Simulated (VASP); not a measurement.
Here is a VASP 6.6.1 calculation.

The input INCAR:

```
ALGO     = Normal         # electronic algorithm
EDIFF    = 1E-7           # SCF threshold, eV
ENCUT    = 520            # plane-wave cutoff, eV
GGA      = PE             # functional
ISIF     = 2              # what is computed and relaxed
ISMEAR   = -1             # smearing method
LASPH    = T              # aspherical terms in the spheres
LCHARG   = F              # write CHGCAR
LREAL    = F              # projectors in reciprocal space
LWAVE    = F              # write WAVECAR
NBANDS   = 15             # bands
NELM     = 80             # most SCF steps
PREC     = Accurate       # precision mode
SIGMA    = 0.05           # smearing width, eV
```

The input KPOINTS:

```
k-points
0
Gamma
  11 11 11
```

The input POSCAR:

```
NiO
1.0
    2.5046153800      0.0000000000      0.0000000000
    0.0000000000      2.5046153800      0.0000000000
    0.0000000000      0.0000000000      2.5046153800
Ni O
1 1
Direct
    0.0000000000      0.0000000000      0.0000000000
    0.5000000000      0.5000000000      0.5000000000
```

Potentials or basis: VASP PAW PBE potentials, release 64 (Ni, O).

Launch:

```bash
$ cat potpaw_PBE.64/Ni/POTCAR potpaw_PBE.64/O/POTCAR > POTCAR
$ mpirun -np 1 vasp_std > vasp.out
```

Question: Estimate the band gap on the k mesh.

Answer: Zero (band 8 reaches 10.71 eV, above the bottom of band 9 at 8.93 eV).

Question: Estimate the pressure.

Answer: 23.8 GPa.

Caveat: the run has no spin polarisation, though such a crystal can be magnetic; semilocal functionals often make such compounds metallic where correlation or magnetic order opens a gap, which also shifts bond lengths. Spin polarisation is off, so any magnetic state and its effect on volume and gap are missing.
